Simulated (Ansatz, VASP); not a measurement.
Given: the input of a run of Ansatz 0.2.0 on Re.

input.yaml

```yaml
crystal:
  lattice:
    - [2.7608, 0.0, 0.0]
    - [-1.3804, 2.3909229348, 0.0]
    - [0.0, 0.0, 4.4582]
  atoms:
    - { symbol: Re, position: [0.6666666667, 0.3333333333, 0.75] }
    - { symbol: Re, position: [0.3333333333, 0.6666666667, 0.25] }
hamiltonian:
  xc: pbe
  pseudopotentials: { kind: paw }
kpoints:
  mp_grid: { grid: [19, 19, 11] }
scf:
  occupations: { method: fermi_dirac, width: 0.05 }
output:
  forces: true
  stress: true
  eigenvalues: true
```

Potentials or basis: Ansatz PAW.

Launch:

```sh
$ ansatz run input.yaml --threads 2 --pin off --max-ram 5120MiB --backend cpu --events-out ev --progress --plain --runs-dir out
```

Task: Translate it to VASP 6.6.1. Potentials there: VASP PAW PBE potentials, release 64 (Re).

Result: As run (the cutoff follows the program's own potentials):

File INCAR:

```
SYSTEM = Re
PREC     = Accurate       ! precision mode
ENCUT    = 520            ! plane-wave cutoff, eV
EDIFF    = 1E-6           ! SCF threshold, eV
ISMEAR   = -1             ! smearing method
SIGMA    = 0.05           ! smearing width, eV
LREAL    = .False.        ! projectors in reciprocal space
LASPH    = .True.         ! aspherical terms in the spheres
NELM     = 80             ! most SCF steps
ALGO     = Normal         ! electronic algorithm
ISIF     = 2              ! what is computed and relaxed
LWAVE    = .False.        ! write WAVECAR
LCHARG   = .False.        ! write CHGCAR
GGA      = PE             ! functional
NBANDS   = 14             ! bands
```

Contents of KPOINTS:

```
regular mesh
0
Gamma
  19 19 11
  0 0 0
```

File POSCAR:

```
Re
1.0
    2.7608000000      0.0000000000      0.0000000000
   -1.3804000000      2.3909229348      0.0000000000
    0.0000000000      0.0000000000      4.4582000000
Re
2
Direct
    0.6666666667      0.3333333333      0.7500000000
    0.3333333333      0.6666666667      0.2500000000
```

Potentials or basis: VASP PAW PBE potentials, release 64 (Re).

Run with:

```console
$ cat potpaw_PBE.64/Re/POTCAR > POTCAR
$ mpirun -np 1 vasp_std > vasp.out
```

Both were run:

|  | VASP | Ansatz | Ansatz less VASP |
| --- | --- | --- | --- |
| gap on the k mesh at the Fermi level (eV) | none | none | - |
| pressure (GPa) | 5.6 | 6.0 | +0.43 |
| traceless stress, the component that is largest in VASP (GPa) | -0.01 | 0.11 | +0.126 |

A gap of «none» marks a metal or a gap that the smearing closes. With one functional, cell and mesh, what is left measures potentials, basis and numerics. VASP's potentials hold 14 valence electrons a cell and Ansatz's 30, so a difference there can come from the potentials and not from the codes.

Spin-orbit coupling is off throughout.
